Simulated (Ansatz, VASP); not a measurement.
This is a calculation of GaSb3 for VASP 6.6.1.

The input INCAR:

```
ALGO = Normal
EDIFF = 1E-6
ENCUT = 500
GGA = PE
GGA_COMPAT = F
ISIF = 2
ISMEAR = -1
LASPH = T
LCHARG = F
LREAL = F
LWAVE = F
NBANDS = 22
NELM = 120
PREC = Accurate
SIGMA = 0.05
```

KPOINTS

```
k-points
0
Gamma
  6 6 6
```

Contents of POSCAR:

```
GaSb3
1.0
    0.0000000000      3.6544390392      3.6544390392
    3.6544390392      0.0000000000      3.6544390392
    3.6544390392      3.6544390392      0.0000000000
Sb Ga
3 1
Direct
    0.5000000000      0.5000000000      0.5000000000
    0.7500000000      0.7500000000      0.7500000000
    0.2500000000      0.2500000000      0.2500000000
    0.0000000000      0.0000000000      0.0000000000
```

Potentials or basis: VASP PAW PBE potentials, release 64 (Sb, Ga_d).

Run with:

```bash
$ cat potpaw_PBE.64/Sb/POTCAR potpaw_PBE.64/Ga_d/POTCAR > POTCAR
$ mpirun -np 1 vasp_std > vasp.out
```

Set up the same calculation for Ansatz 0.2.0. Potentials there: Ansatz PAW.

As run (the cutoff follows the program's own potentials):

Contents of input.yaml:

```yaml
crystal:
  lattice:
    - [0.0, 3.6544390392, 3.6544390392]
    - [3.6544390392, 0.0, 3.6544390392]
    - [3.6544390392, 3.6544390392, 0.0]
  atoms:
    - { symbol: Sb, position: [0.5, 0.5, 0.5] }
    - { symbol: Sb, position: [0.75, 0.75, 0.75] }
    - { symbol: Sb, position: [0.25, 0.25, 0.25] }
    - { symbol: Ga, position: [0.0, 0.0, 0.0] }
hamiltonian:
  xc: pbe
  pseudopotentials: { kind: paw }
kpoints:
  mp_grid: { grid: [6, 6, 6] }
scf:
  occupations: { method: fermi_dirac, width: 0.05 }
output:
  forces: true
  stress: true
  eigenvalues: true
```

Potentials or basis: Ansatz PAW.

Command:

```console
$ ansatz run input.yaml --threads 2 --pin off --max-ram 5632MiB --backend cpu --events-out ev --progress --plain --runs-dir out
```

Both were run:

|  | VASP | Ansatz | Ansatz less VASP |
| --- | --- | --- | --- |
| gap on the k mesh at the Fermi level (eV) | none | none | - |
| pressure (GPa) | 2.7 | 2.8 | +0.09 |

A gap of «none» marks a metal or a gap that the smearing closes. The functional is the same, so the differences come from potentials, cutoffs and numerics. VASP's potentials hold 28 valence electrons a cell and Ansatz's 58, so a difference there can come from the potentials and not from the codes.

Neither program's run includes spin-orbit coupling.
